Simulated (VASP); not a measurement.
A run of VASP 6.6.1 is set up as follows.

File INCAR:

```
PREC = Accurate
ENCUT = 520
EDIFF = 1E-7
ISMEAR = 0
SIGMA = 0.01
LREAL = False
LASPH = True
NELM = 60
ALGO = Normal
ISIF = 2
LWAVE = False
LCHARG = False
NBANDS = 11
```

File KPOINTS:

```
regular mesh
0
Gamma
  10 10 10
```

Contents of POSCAR:

```
BN
1.0
    1.2511220000      0.7223350000      3.3729340000
   -1.2511220000      0.7223350000      3.3729340000
    0.0000000000     -1.4446710000      3.3729340000
B N
1 1
Direct
    0.9996710000      0.9996710000      0.9996710000
    0.3327620000      0.3327620000      0.3327620000
```

Potentials or basis: VASP PAW LDA potentials, release 64 (B, N).

Run with:

```console
$ cat potpaw_LDA.64/B/POTCAR potpaw_LDA.64/N/POTCAR > POTCAR
$ mpirun -np 1 vasp_std > vasp.out
```

Q: Predict the pressure.

A: -3.8 GPa.

Q: Predict the band gap on the k mesh.

A: 4.05 eV, indirect (least direct gap 4.75 eV).

Stress tensor (GPa, compression positive):
```
-5.17  0.00  0.00
 0.00 -5.17  0.00
 0.00  0.00 -1.12
```

A k mesh can miss the band edges. Expect the measured gap to be larger: semilocal functionals such as LDA lack the derivative discontinuity.
